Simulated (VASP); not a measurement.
Runs of VASP 6.6.1 on Si5C3. The structure is that of space group P-4m2 (No. 115), or close to it. The cells are those of the table. 

```tsv
task	cell	k mesh	cutoff (eV)	smearing	gap on the mesh (eV)	pressure (GPa)	largest force (eV/Å)
relaxation of cell and atoms	relaxed from a = 3.400, b = 3.400, c = 9.400 Å, 8 atoms	5 × 5 × 2	600	gaussian 0.2 eV	none	0.2	0.07
single point	a = 3.289, b = 3.289, c = 9.682 Å, 8 atoms	10 × 10 × 4	520	gaussian 0.1 eV	none	-8.2	0.01
single point	a = 3.148, b = 3.148, c = 9.889 Å, 8 atoms	5 × 5 × 2	520	gaussian 0.2 eV	none	(a)	0.02
single point	a = 3.212, b = 3.212, c = 9.579 Å, 8 atoms	10 × 10 × 4	520	gaussian 0.1 eV	none	0.0	0.02
```

Alike in all rows: level PBE; potentials or basis VASP PAW PBE potentials, release 64 (Si, C); no spin polarisation.

Fill in the values left out.

(a) -0.1.

Caveats: some runs use coarse meshes; the relaxation stopped at a loose force limit of 0.08 eV/Å, so its end isn't a converged minimum (some runs).

A gap of «none» marks levels without a gap at the run's occupations.
